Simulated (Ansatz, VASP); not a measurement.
One calculation of MoS2, two programs

File INCAR:

```
SYSTEM = MoS2
PREC = Accurate
ENCUT = 520
EDIFF = 1E-7
ISMEAR = 0
SIGMA = 0.05
LREAL = .FALSE.
LASPH = .TRUE.
NELM = 80
ALGO = Normal
ISIF = 2
LWAVE = .FALSE.
LCHARG = .TRUE.
GGA = PS
LELF = .TRUE.
LVHAR = .TRUE.
NBANDS = 64
```

The input KPOINTS:

```
Automatic mesh
0
G
  9 9 1
  0 0 0
```

The input POSCAR:

```
MoS2
1.0
    3.1414322171      0.0000000000      0.0000000000
   -1.5707161085      2.7205601043      0.0000000000
    0.0000000000      0.0000000000     36.9864219214
S Mo
8 4
Direct
    0.3333333333      0.6666666667      0.2027771169
    0.3333333333      0.6666666667      0.2870835335
    0.6666666667      0.3333333333      0.3728235667
    0.6666666667      0.3333333333      0.4571299834
    0.3333333333      0.6666666667      0.5428700166
    0.3333333333      0.6666666667      0.6271764333
    0.6666666667      0.3333333333      0.7129164665
    0.6666666667      0.3333333333      0.7972228831
    0.6666666667      0.3333333333      0.2449303252
    0.3333333333      0.6666666667      0.4149767751
    0.6666666667      0.3333333333      0.5850232249
    0.3333333333      0.6666666667      0.7550696748
```

Input for Ansatz:

```yaml
crystal:
  lattice:
    - [3.1414322171, 0.0, 0.0]
    - [-1.5707161085, 2.7205601043, 0.0]
    - [0.0, 0.0, 36.9864219214]
  atoms:
    - { symbol: S, position: [0.3333333333, 0.6666666667, 0.2027771169] }
    - { symbol: Mo, position: [0.6666666667, 0.3333333333, 0.2449303252] }
    - { symbol: S, position: [0.3333333333, 0.6666666667, 0.2870835335] }
    - { symbol: S, position: [0.6666666667, 0.3333333333, 0.3728235667] }
    - { symbol: Mo, position: [0.3333333333, 0.6666666667, 0.4149767751] }
    - { symbol: S, position: [0.6666666667, 0.3333333333, 0.4571299834] }
    - { symbol: S, position: [0.3333333333, 0.6666666667, 0.5428700166] }
    - { symbol: Mo, position: [0.6666666667, 0.3333333333, 0.5850232249] }
    - { symbol: S, position: [0.3333333333, 0.6666666667, 0.6271764333] }
    - { symbol: S, position: [0.6666666667, 0.3333333333, 0.7129164665] }
    - { symbol: Mo, position: [0.3333333333, 0.6666666667, 0.7550696748] }
    - { symbol: S, position: [0.6666666667, 0.3333333333, 0.7972228831] }
basis:
  ecutwfc: 420
kpoints:
  mp_grid: { grid: [9, 9, 1] }
hamiltonian:
  xc: pbesol
scf:
  occupations: { method: gaussian, width: 0.05 }
output:
  forces: true
  stress: true
  eigenvalues: true
```

Alike in both runs: task single point; functional PBEsol; k mesh 9 × 9 × 1; occupations gaussian, width 0.05 eV; no spin polarisation.

```csv
,VASP,Ansatz
version,VASP 6.6.1,Ansatz 0.2.0
potentials or method,"VASP PAW PBE potentials, release 64 (S, Mo_sv), cutoff 520 eV","scalar-relativistic, plane waves, PAW"
valence electrons in the cell,104,104
```

|  | VASP | Ansatz | Ansatz less VASP |
| --- | --- | --- | --- |
| gap on the k mesh at the Fermi level (eV) | 1.20 | 1.19 | -0.014 |
| least direct gap on the mesh (eV) | 1.76 | 1.75 | -0.005 |
| rms of the force components (eV/Å) | 0.007 | 0.007 | +0.0001 |

VASP's potentials were made for PBE, not for PBEsol. The functional is the same, so the differences come from potentials, cutoffs and numerics.
